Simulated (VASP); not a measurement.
Set up this calculation in VASP 6.6.1, as the native input.

* Task: single point
* Functional: PBE
* Potentials or basis: VASP PAW PBE potentials, release 64 (Au)
* Cutoff: 500 eV
* k mesh: 4 × 4 × 4
* Occupations: fermi-dirac, width 0.15 eV
* Spin: no spin polarisation
* Dipole correction: no
* Further INCAR settings: ALGO = Normal; EDIFF = 1e-06; NBANDS = 12

The structure of Au lies in POSCAR:

```
Au
1.0
    0.0000000000      2.0801000000      2.0801000000
    2.0801000000      0.0000000000      2.0801000000
    2.0801000000      2.0801000000      0.0000000000
Au
1
Direct
    0.0000000000      0.0000000000      0.0000000000
```

The input as run:

INCAR

```
SYSTEM = Au
PREC = Accurate
ENCUT = 500
EDIFF = 1E-6
ISMEAR = -1
SIGMA = 0.15
LREAL = .False.
LASPH = .True.
NELM = 120
ALGO = Normal
ISIF = 2
LWAVE = .False.
LCHARG = .False.
GGA = PE
NBANDS = 12
GGA_COMPAT = .False.
```

KPOINTS

```
regular mesh
0
Gamma
  4 4 4
  0 0 0
```

Potentials or basis: VASP PAW PBE potentials, release 64 (Au).

The run is started by

```sh
$ cat potpaw_PBE.64/Au/POTCAR > POTCAR
$ mpirun -np 1 vasp_std > vasp.out
```

It gave:

| Item | Value |
| --- | --- |
| Pressure | 1.4 GPa |

Caveat: the k points lie up to 0.65 Å⁻¹ apart.

Wall time 4.5 s on 1 thread of Intel Xeon 8259CL, on a shared host, peak memory 0.13 GiB.
